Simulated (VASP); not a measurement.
Set up this calculation in VASP 6.6.1, as the native input.

| Property | Result |
| --- | --- |
| Task | single point |
| Functional | PBE |
| Potentials or basis | VASP PAW PBE potentials, release 64 (Mg) |
| Cutoff | 520 eV |
| k mesh | 12 × 12 × 7 |
| Occupations | fermi-dirac, width 0.05 eV |
| Spin | no spin polarisation |
| Dipole correction | no |
| Further INCAR settings | ALGO = Normal; EDIFF = 1e-06; NBANDS = 9 |

The structure of Mg lies in POSCAR:

```
Mg
1.0
    3.1877321484      0.0000000000      0.0000000000
   -1.5938660741      2.7606570210      0.0000000000
    0.0000000000      0.0000000000      5.1753602886
Mg
2
Direct
    0.3333333333      0.6666666667      0.2500000000
    0.6666666667      0.3333333333      0.7500000000
```

The input as run:

INCAR

```
SYSTEM = Mg
PREC = Accurate
ENCUT = 520
EDIFF = 1E-6
ISMEAR = -1
SIGMA = 0.05
LREAL = .False.
LASPH = .True.
NELM = 60
ALGO = Normal
ISIF = 2
LWAVE = .False.
LCHARG = .False.
GGA = PE
NBANDS = 9
```

KPOINTS

```
regular mesh
0
Gamma
  12 12 7
  0 0 0
```

Potentials or basis: VASP PAW PBE potentials, release 64 (Mg).

Launch:

```bash
$ cat potpaw_PBE.64/Mg/POTCAR > POTCAR
$ mpirun -np 1 vasp_std > vasp.out
```

Results of the run:

```yaml
Pressure: 0.1 GPa
Band_gap_on_the_k_mesh: zero (bands 2 and 3 overlap by 2.24 eV)
```

It took 17 s on 1 thread of Intel Xeon 8259CL (shared host), peak memory 0.17 GiB.
